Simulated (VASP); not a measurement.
A run of VASP 6.6.1 is set up as follows.

INCAR

```
ALGO     = Normal         # electronic algorithm
EDIFF    = 1E-6           # SCF threshold, eV
ENCUT    = 520            # plane-wave cutoff, eV
GGA      = PE             # functional
ISIF     = 2              # what is computed and relaxed
ISMEAR   = 0              # smearing method
LASPH    = T              # aspherical terms in the spheres
LCHARG   = F              # write CHGCAR
LREAL    = F              # projectors in reciprocal space
LWAVE    = F              # write WAVECAR
NBANDS   = 29             # bands
NELM     = 80             # most SCF steps
PREC     = Accurate       # precision mode
SIGMA    = 0.1            # smearing width, eV
```

File KPOINTS:

```
k-points
0
Gamma
  10 10 10
```

Contents of POSCAR:

```
Si4GePt
1.0
    0.0000000000      3.6298569229      3.6298569229
    3.6298569229      0.0000000000      3.6298569229
    3.6298569229      3.6298569229      0.0000000000
Si Ge Pt
4 1 1
Direct
    0.8744173470      0.3767479591      0.8744173470
    0.3767479591      0.8744173470      0.8744173470
    0.8744173470      0.8744173470      0.8744173470
    0.8744173470      0.8744173470      0.3767479591
    0.5000000000      0.5000000000      0.5000000000
    0.2500000000      0.2500000000      0.2500000000
```

Potentials or basis: VASP PAW PBE potentials, release 64 (Si, Ge_d, Pt).

Run with:

```bash
$ cat potpaw_PBE.64/Si/POTCAR potpaw_PBE.64/Ge_d/POTCAR potpaw_PBE.64/Pt/POTCAR > POTCAR
$ mpirun -np 1 vasp_std > vasp.out
```

Q: What does it give for the pressure?

A: 0.0 GPa.

Q: What does it give for the band gap on the k mesh?

A: Zero (bands 20 and 21 overlap by 1.19 eV).

Forces in eV/Å, atoms in the order of the input:
```
Si   0.006 -0.006  0.006
Si  -0.006  0.006  0.006
Si  -0.006 -0.006 -0.006
Si   0.006  0.006 -0.006
Ge   0.000  0.000  0.000
Pt   0.000  0.000  0.000
```

Caveat: spin-orbit coupling is left out, which moves the levels of the heavy elements.
